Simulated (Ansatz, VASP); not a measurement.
One calculation of Zr3AlN4, two programs

```xyz
8
Lattice="4.5289 0.0000 0.0000 0.0000 4.5289 0.0000 0.0000 0.0000 4.5289" Properties=species:S:1:pos:R:3 pbc="T T T"
Zr    2.2645    0.0000    0.0000
Zr    0.0000    0.0000    2.2645
Zr    0.0000    2.2645    0.0000
Al    2.2645    2.2645    2.2645
N     0.0000    2.2645    2.2645
N     2.2645    2.2645    0.0000
N     0.0000    0.0000    0.0000
N     2.2645    0.0000    2.2645
```

Alike in both runs: functional PBE; k mesh 4 × 4 × 4; occupations gaussian, width 0.1 eV; no spin polarisation.

Ansatz relaxed the structure, and its values are those at the end. VASP's run is a single point on that final structure, the one shown.

```csv
,VASP,Ansatz
version,VASP 6.6.1,Ansatz 0.2.0
potentials or method,"VASP PAW PBE potentials, release 64 (Zr_sv, Al, N), cutoff 520 eV","scalar-relativistic, plane waves, PAW"
valence electrons in the cell,59,59
```

|  | VASP | Ansatz | Ansatz less VASP |
| --- | --- | --- | --- |
| gap on the k mesh at the Fermi level (eV) | none | none | - |
| pressure (GPa) | 0.2 | 0.0 | -0.19 |

A gap of «none» marks a metal or a gap that the smearing closes.
